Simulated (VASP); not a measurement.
# AlO (Pm-3m) in VASP: notebook

Runs on AlO. Level: PBE. Tasks: single point, relaxation of cell and atoms.

All numbers are computed with VASP 6.6.1; they aren't measurements. Logs are shortened: lines on timing, memory, paths and dates and some standing lists are left out, and cuts for length are marked.

## 1. The cell of the first run

The structure is cubic, space group Pm-3m (No. 221). Conventional cell: a = 3.955 Å, b = 3.955 Å, c = 3.955 Å, α = 90.00°, β = 90.00°, γ = 90.00°. Within 2.6 Å of Al (site symmetry 4/mmm) lie 4 O at 1.98 Å. O (site symmetry 4/mmm) has 4 Al at 1.98 Å within 2.6 Å.

## 2. Single point, PBE

Input file INCAR:

```
SYSTEM = AlO
ALGO = Normal ; EDIFF = 1E-6
ENCUT = 520 ; GGA = PE
ISIF = 2 ; ISMEAR = 0
LASPH = .TRUE. ; LCHARG = .FALSE.
LREAL = .FALSE. ; LWAVE = .FALSE.
NBANDS = 22 ; NELM = 100
PREC = Accurate ; SIGMA = 0.1
```

Input file KPOINTS:

```
k-points
0
G
  10 10 10
  0 0 0
```

Input file POSCAR:

```
AlO
1.0
    3.9545815673      0.0000000000      0.0000000000
    0.0000000000      3.9545815673      0.0000000000
    0.0000000000      0.0000000000      3.9545815673
Al O
3 3
Direct
    0.5000000000      0.0000000000      0.0000000000
    0.0000000000      0.5000000000      0.0000000000
    0.0000000000      0.0000000000      0.5000000000
    0.0000000000      0.5000000000      0.5000000000
    0.5000000000      0.0000000000      0.5000000000
    0.5000000000      0.5000000000      0.0000000000
```

Potentials or basis: VASP PAW PBE potentials, release 64 (Al, O).

Started as:

```sh
cat potpaw_PBE.64/Al/POTCAR potpaw_PBE.64/O/POTCAR > POTCAR
mpirun -np 1 vasp_std > vasp.out
```

OUTCAR:

```text
SYSTEM = AlO
   EDIFF = 1E-6
   ENCUT = 520
   GGA = PE
   ISIF = 2
   ISMEAR = 0
   LASPH = .TRUE.
   LREAL = .FALSE.
   NELM = 100
   PREC = Accurate

 ion  position               nearest neighbor table
   1  0.500  0.000  0.000-   5 1.98   6 1.98   5 1.98   6 1.98   3 2.80   2 2.80   2 2.80   3 2.80
                             2 2.80   3 2.80   3 2.80   2 2.80
   2  0.000  0.500  0.000-   4 1.98   6 1.98   4 1.98   6 1.98   3 2.80   1 2.80   1 2.80   3 2.80
                             3 2.80   1 2.80   3 2.80   1 2.80
   3  0.000  0.000  0.500-   4 1.98   5 1.98   4 1.98   5 1.98   1 2.80   2 2.80   2 2.80   1 2.80
                             2 2.80   1 2.80   2 2.80   1 2.80
   4  0.000  0.500  0.500-   2 1.98   3 1.98   2 1.98   3 1.98
   5  0.500  0.000  0.500-   1 1.98   3 1.98   1 1.98   3 1.98
   6  0.500  0.500  0.000-   1 1.98   2 1.98   1 1.98   2 1.98

  LATTYP: Found a simple cubic cell.
 ALAT       =     3.9545815673

  Lattice vectors:

 A1 = (   3.9545815673,   0.0000000000,   0.0000000000)
 A2 = (   0.0000000000,   3.9545815673,   0.0000000000)
 A3 = (   0.0000000000,   0.0000000000,   3.9545815673)

Analysis of symmetry for initial positions (statically):
=====================================================================
 Subroutine PRICEL returns:
 Original cell was already a primitive cell.

 Routine SETGRP: Setting up the symmetry group for a
 simple cubic supercell.

 Subroutine GETGRP returns: Found 48 space group operations
 (whereof 48 operations were pure point group operations)
 out of a pool of 48 trial point group operations.

The static configuration has the point symmetry O_h .

Analysis of symmetry for dynamics (positions and initial velocities):
=====================================================================
 Subroutine PRICEL returns:
 Original cell was already a primitive cell.

 Routine SETGRP: Setting up the symmetry group for a
 simple cubic supercell.

 Subroutine GETGRP returns: Found 48 space group operations
 (whereof 48 operations were pure point group operations)
 out of a pool of 48 trial point group operations.

The dynamic configuration has the point symmetry O_h .

 Subroutine INISYM returns: Found 48 space group operations
 (whereof 48 operations are pure point group operations),
 and found     1 'primitive' translations

----------------------------------------------------------------------------------------

                                     Primitive cell

  volume of cell :      61.8446

  direct lattice vectors                    reciprocal lattice vectors
     3.954581567  0.000000000  0.000000000     0.252871254  0.000000000  0.000000000
     0.000000000  3.954581567  0.000000000     0.000000000  0.252871254  0.000000000
     0.000000000  0.000000000  3.954581567     0.000000000  0.000000000  0.252871254

  length of vectors
     3.954581567  3.954581567  3.954581567     0.252871254  0.252871254  0.252871254

  position of ions in fractional coordinates (direct lattice)
     0.500000000  0.000000000  0.000000000
     0.000000000  0.500000000  0.000000000
     0.000000000  0.000000000  0.500000000
     0.000000000  0.500000000  0.500000000
     0.500000000  0.000000000  0.500000000
     0.500000000  0.500000000  0.000000000

  ion indices of the primitive-cell ions
   primitive index   ion index
                 1           1
                 2           2
                 3           3
                 4           4
                 5           5
                 6           6

----------------------------------------------------------------------------------------

 KPOINTS: k-points

Automatic generation of k-mesh.
 Grid dimensions read from file:
 generate k-points for:   10   10   10

 Generating k-lattice:

  Cartesian coordinates                     Fractional coordinates (reciprocal lattice)
     0.025287125  0.000000000  0.000000000     0.100000000  0.000000000  0.000000000
     0.000000000  0.025287125  0.000000000     0.000000000  0.100000000  0.000000000
     0.000000000  0.000000000  0.025287125     0.000000000  0.000000000  0.100000000

  Length of vectors
     0.025287125  0.025287125  0.025287125

  Shift w.r.t. Gamma in fractional coordinates (k-lattice)
     0.000000000  0.000000000  0.000000000

 Subroutine IBZKPT returns following result:
 ===========================================

 Found     56 irreducible k-points:

 Following reciprocal coordinates:
            Coordinates               Weight
  0.000000  0.000000  0.000000      1.000000
  0.100000  0.000000  0.000000      6.000000
  0.200000  0.000000  0.000000      6.000000
  0.300000  0.000000  0.000000      6.000000
  0.400000  0.000000  0.000000      6.000000
  0.500000  0.000000  0.000000      3.000000
[... 16 lines left out ...]
  0.200000  0.100000  0.100000     24.000000
  0.300000  0.100000  0.100000     24.000000
 [... further k-points ...]
   k-points           NKPTS =     56   k-points in BZ     NKDIM =     56   number of bands    NBANDS=     22
   number of dos      NEDOS =    301   number of ions     NIONS =      6
   total plane-waves  NPLWV =  27000
   dimension x,y,z NGX =    30 NGY =   30 NGZ =   30
   dimension x,y,z NGXF=    60 NGYF=   60 NGZF=   60
   ions per type =               3   3
   NGX,Y,Z   is equivalent  to a cutoff of  12.61, 12.61, 12.61 a.u.
   NGXF,Y,Z  is equivalent  to a cutoff of  25.22, 25.22, 25.22 a.u.
 SYSTEM =  AlO
   PREC   = accura    normal or accurate (medium, high low for compatibility)
   ISTART =      0    job   : 0-new  1-cont  2-samecut
   ICHARG =      2    charge: 1-file 2-atom 10-const
   ISPIN  =      1    spin polarized calculation?
   LNONCOLLINEAR =      F non collinear calculations
   LSORBIT =      F    spin-orbit coupling
   LASPH  =      T    aspherical Exc in radial PAW
   ENCUT  =  520.0 eV  38.22 Ry    6.18 a.u.   7.35  7.35  7.35*2*pi/ulx,y,z
   NELM   =    100;   NELMIN=  2; NELMDL= -5     # of ELM steps
   EDIFF  = 0.1E-05   stopping-criterion for ELM
   LREAL  =      F    real-space projection
   EDIFFG = 0.1E-04   stopping-criterion for IOM
   NSW    =      0    number of steps for IOM
   IBRION =     -1    ionic relax: 0-MD 1-quasi-New 2-CG
   NFREE  =      0    steps in history (QN), initial steepest desc. (CG)
   ISIF   =      2    stress and relaxation
   ISYM   =      2    0-nonsym 1-usesym 2-fastsym
   POTIM  = 0.5000    time-step for ionic-motion
   TEBEG  =    0.0;   TEEND  =   0.0 temperature during run
   PSTRESS=    0.0 pullay stress
   NELECT =      27.0000    total number of electrons
   NUPDOWN=      -1.0000    fix difference up-down
   EMIN   =  10.00;   EMAX   =-10.00  energy-range for DOS
   EFERMI =   0.00;   METHOD = LEGACY
   ISMEAR =     0;   SIGMA  =   0.10  broadening in eV -4-tet -1-fermi 0-gaus
   EFERMI_NEDOS =   21; number of points for ismear=-14 and -15
   IALGO  =     38    algorithm
   IMIX   =      4    mixing-type and parameters
     AMIX     =   0.40;   BMIX     =  1.00
     AMIX_MAG =   1.60;   BMIX_MAG =  1.00
  volume/ion in A,a.u.               =      10.31        69.56
  Fermi-wavevector in a.u.,A,eV,Ry     =   1.241926  2.346899 20.985340  1.542379
  Thomas-Fermi vector in A             =   2.376302
   LORBIT       =      0    0 simple, 1 ext, 2 COOP (PROOUT), +10 PAW based schemes
   GGA     = PE    functional components
   LHFCALC =     F    Hartree Fock is set to
   AEXX    =    0.0000 exact exchange contribution
   IVDW    =     0    specifies the selected vdW correction
   LEPSILON=     F    determine dielectric tensor
   LRPA    =     F    only Hartree local field effects (RPA)
 non-spin polarized calculation
 Gauss-broadening in eV      SIGMA  =   0.10
  energy-cutoff  :      520.00
  volume of cell :       61.84
 maximum number of plane-waves:      1743
 NGX is ok and might be reduce to    30
   NGX = 15   NGY = 15   NGZ = 15

 number of electron      26.9999989 magnetization

 Free energy of the ion-electron system (eV)
  ---------------------------------------------------
  ext. energy  EPLUGINS =         0.00000000
  ---------------------------------------------------
  free energy    TOTEN  =       -36.47919057 eV

  energy without entropy =      -36.47246223  energy(sigma->0) =      -36.47582640

 E-fermi :   9.3109     XC(G=0): -11.1126

 val. band max:        9.2867071672   @ k =   0.5000   0.4000   0.0000
 cond. band min:       9.3207821762   @ k =   0.4000   0.3000   0.0000
 fundamental gap:      0.0340750090
 Fermi energy:         9.3108874256

 k-point     1 :       0.0000    0.0000    0.0000
  band No.  band energies     occupation
      1     -12.7445      2.00000
      2     -10.8842      2.00000
      3     -10.8842      2.00000
      4       0.3473      2.00000
      5       0.3473      2.00000
      6       0.3473      2.00000
[... 14 lines left out ...]
     21      14.4046      0.00000
     22      16.3484      0.00000

 k-point     2 :       0.1000    0.0000    0.0000
  band No.  band energies     occupation
      1     -12.7042      2.00000
      2     -10.9283      2.00000
      3     -10.8758      2.00000
      4       0.1903      2.00000
      5       0.3992      2.00000
      6       0.3992      2.00000
[... 14 lines left out ...]
     21      14.8861      0.00000
     22      16.6175      0.00000

 k-point     3 :       0.2000    0.0000    0.0000
  band No.  band energies     occupation
      1     -12.5878      2.00000
      2     -11.0563      2.00000
      3     -10.8549      2.00000
      4      -0.1253      2.00000
      5       0.5517      2.00000
      6       0.5517      2.00000
[... 14 lines left out ...]
     21      15.8158      0.00000
     22      17.2938      0.00000
[... 476 lines left out ...]
 k-point    23 :       0.2000    0.1000    0.1000
  band No.  band energies     occupation
      1     -12.5123      2.00000
      2     -11.0556      2.00000
      3     -10.9138      2.00000
      4      -0.3554      2.00000
      5       0.6182      2.00000
      6       0.6617      2.00000
[... 14 lines left out ...]
     21      16.0368      0.00000
     22      17.6824      0.00000

 k-point    24 :       0.3000    0.1000    0.1000
  band No.  band energies     occupation
      1     -12.3380      2.00000
      2     -11.2382      2.00000
      3     -10.8860      2.00000
      4      -0.5993      2.00000
      5       0.7525      2.00000
      6       0.8462      2.00000
[... 14 lines left out ...]
     21      16.7373      0.00000
     22      18.4393      0.00000

 [... further k-points ...]
[... 5 lines left out ...]
  --------------------------------------------------------------------------------------
  -------------------------------------------------------------------------------------
  Total       -0.0467655     -0.0467655     -0.0467655      0.0000000      0.0000000     -0.0000000
  in kB       -1.2115319     -1.2115319     -1.2115319      0.0000000      0.0000000     -0.0000000
  external PRESSURE =      -1.2115319 kB  Pullay stress =       0.0000000 kB

 VOLUME and BASIS-vectors are now :
 -----------------------------------------------------------------------------
  energy-cutoff  :      520.00
  volume of cell :       61.84
      direct lattice vectors                 reciprocal lattice vectors
     3.954581567  0.000000000  0.000000000     0.252871254  0.000000000  0.000000000
     0.000000000  3.954581567  0.000000000     0.000000000  0.252871254  0.000000000
     0.000000000  0.000000000  3.954581567     0.000000000  0.000000000  0.252871254

 POSITION                                       TOTAL-FORCE (eV/Angst)
 -----------------------------------------------------------------------------------
      1.97729      0.00000      0.00000         0.000000      0.000000      0.000000
      0.00000      1.97729      0.00000         0.000000      0.000000      0.000000
      0.00000      0.00000      1.97729         0.000000      0.000000      0.000000
      0.00000      1.97729      1.97729         0.000000      0.000000      0.000000
      1.97729      0.00000      1.97729         0.000000      0.000000      0.000000
      1.97729      1.97729      0.00000         0.000000      0.000000      0.000000
 -----------------------------------------------------------------------------------
    total drift:                                0.000000      0.000000     -0.000000

  FREE ENERGIE OF THE ION-ELECTRON SYSTEM (eV)
  ---------------------------------------------------
  free  energy   TOTEN  =       -36.4791905656 eV

  energy  without entropy=      -36.4724622343  energy(sigma->0) =      -36.47582640
```

Wall time 56 s (1 thread of Intel Xeon Platinum 8259CL at 2.50GHz (Skylake/Cascade Lake), shared host); peak memory 0.19 GiB.

What came out:

```
Free energy : -36.4792 eV
Pressure    : -0.1 GPa
```

Levels at points of the mesh, in eV from the Fermi level:
```
           k point  band 11  band 12  band 13  band 14  band 15  band 16
(0.00, 0.00, 0.00)    -3.81    -3.81    -3.81     2.68     2.68     3.27
(0.50, 0.00, 0.00)    -4.19    -4.19    -2.90    -1.42     1.52     1.52
(0.50, 0.50, 0.00)    -4.97    -3.37    -3.29    -0.15     0.88     0.88
(0.50, 0.50, 0.50)    -5.59    -3.26    -3.26     2.79     2.79     2.79
```

Caveat: an odd number of electrons without spin polarisation forces a metal; a magnetic or distorted state may lie lower.

[end of part 1 of 2]
